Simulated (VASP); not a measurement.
A run of VASP 6.6.1 is set up as follows.

File INCAR:

```
SYSTEM = CrF
PREC = Accurate
ENCUT = 520
EDIFF = 1E-6
ISMEAR = 0
SIGMA = 0.1
LREAL = .False.
LASPH = .True.
NELM = 150
ALGO = Normal
ISIF = 2
LWAVE = .False.
LCHARG = .True.
ISPIN = 2
MAGMOM = 4.28 0.16
LORBIT = 11
LMAXMIX = 4
GGA = PE
LELF = .True.
LVHAR = .True.
NBANDS = 20
```

The input KPOINTS:

```
Automatic mesh
0
Gamma
  6 6 6
  0 0 0
```

POSCAR

```
CrF
1.0
    3.0098925251      0.0000000000      0.0000000000
    0.0000000000      3.0098925251      0.0000000000
    0.0000000000      0.0000000000      3.0261727222
Cr F
1 1
Direct
    0.5000000000      0.5000000000      0.5000000000
    0.0000000000      0.0000000000      0.0000000000
```

Potentials or basis: VASP PAW PBE potentials, release 64 (Cr_pv, F).

Run with:

```console
$ cat potpaw_PBE.64/Cr_pv/POTCAR potpaw_PBE.64/F/POTCAR > POTCAR
$ mpirun -np 1 vasp_std > vasp.out
```

(1) What does it give for the net moment?

(2) Estimate the pressure.

(3) Estimate the site moments.

Results:

(1) 4.94 μB per cell.

(2) 0.0 GPa.

(3) Cr +4.29; F +0.11 μB.

Caveat: an empty level that is flat over the whole mesh can mark a ghost state of the potentials, or a narrow d or f band; a cell with one magnetic atom can't hold antiferromagnetic order, which such compounds often take.
